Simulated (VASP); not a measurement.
GeCl5:

```
CELL_PARAMETERS angstrom
5.11794 0.00000 0.00000
-2.55897 4.43226 0.00000
0.00000 0.00000 7.80769
ATOMIC_POSITIONS crystal
Ge 0.00000 0.00000 0.00000
Cl 0.00000 0.00000 0.50000
Cl 0.33333 0.66667 0.50000
Cl 0.00000 0.00000 0.75691
Cl 0.00000 0.00000 0.24309
Cl 0.33333 0.66667 0.00000
```

| Item | Value |
| --- | --- |
| Program | VASP 6.6.1 |
| Task | relaxation of cell and atoms |
| Functional | PBE |
| Potentials or basis | VASP PAW PBE potentials, release 64 (Ge_d, Cl) |
| Cutoff | 600 eV |
| k mesh | 6 × 6 × 2 |
| Occupations | gaussian, width 0.1 eV |
| Spin | no spin polarisation |

At the start: pressure 13.6 GPa; volume 29.52 Å³/atom.

Task: Where does the relaxation end?

Result: Over 18 steps the energy falls by 855.1 meV/atom and the volume is 31.92 Å³/atom (+8.1 %); space group P-6m2 (No. 187, to 0.05 Å).

The path:
| step | energy change (eV) | largest force (eV/Å) | pressure (GPa) | volume (Å³) |
| --- | --- | --- | --- | --- |
| 1 | 0.0000 | 2.8328 | 13.57 | 177.11 |
| 2 | -3.6118 | 0.6349 | -3.66 | 241.29 |
| 3 | -4.0683 | 0.1444 | -0.95 | 216.27 |
| 4 | -4.0765 | 0.3250 | -1.63 | 220.53 |
| 5 | -4.0791 | 0.2767 | -1.47 | 219.29 |
| 6 | -4.2231 | 0.4111 | -1.17 | 210.26 |
| 7 | -4.5233 | 1.2385 | 0.36 | 184.03 |
| 8 | -4.5112 | 1.4287 | 1.47 | 174.60 |
| 9 | -4.5317 | 1.3178 | 0.76 | 180.11 |
| 10 | -4.6486 | 1.5163 | 0.93 | 176.65 |
| 11 | -4.6756 | 0.8419 | 3.18 | 166.12 |
| 12 | -4.7445 | 1.1647 | 1.83 | 171.00 |
| 13 | -4.9028 | 0.7983 | 1.72 | 173.03 |
| 14 | -5.0447 | 0.2781 | 2.17 | 177.39 |
| 15 | -5.1178 | 0.0305 | 0.68 | 186.02 |
| 16 | -5.1281 | 0.1076 | -0.09 | 191.39 |
| 17 | -5.1281 | 0.0983 | -0.03 | 191.02 |
| 18 | -5.1307 | 0.0158 | -0.01 | 191.50 |

Final structure:
```yaml
crystal:
  lattice:
    - [4.60985, 0.00000, 0.00000]
    - [-2.30493, 3.99225, 0.00000]
    - [0.00000, 0.00000, 10.40540]
  atoms:
    - { symbol: Ge, position: [0.00000, 0.00000, 0.00000] }
    - { symbol: Cl, position: [0.00000, 0.00000, 0.50000] }
    - { symbol: Cl, position: [0.33333, 0.66667, 0.50000] }
    - { symbol: Cl, position: [0.00000, 0.00000, 0.78368] }
    - { symbol: Cl, position: [0.00000, 0.00000, 0.21632] }
    - { symbol: Cl, position: [0.33333, 0.66667, 0.00000] }
```

Caveat: the k points lie up to 0.30 Å⁻¹ apart in the final cell; this functional lacks dispersion, which binds the layers, so the pressure and a relaxed spacing across them are unreliable; an odd number of electrons without spin polarisation forces a metal; a magnetic or distorted state may lie lower.
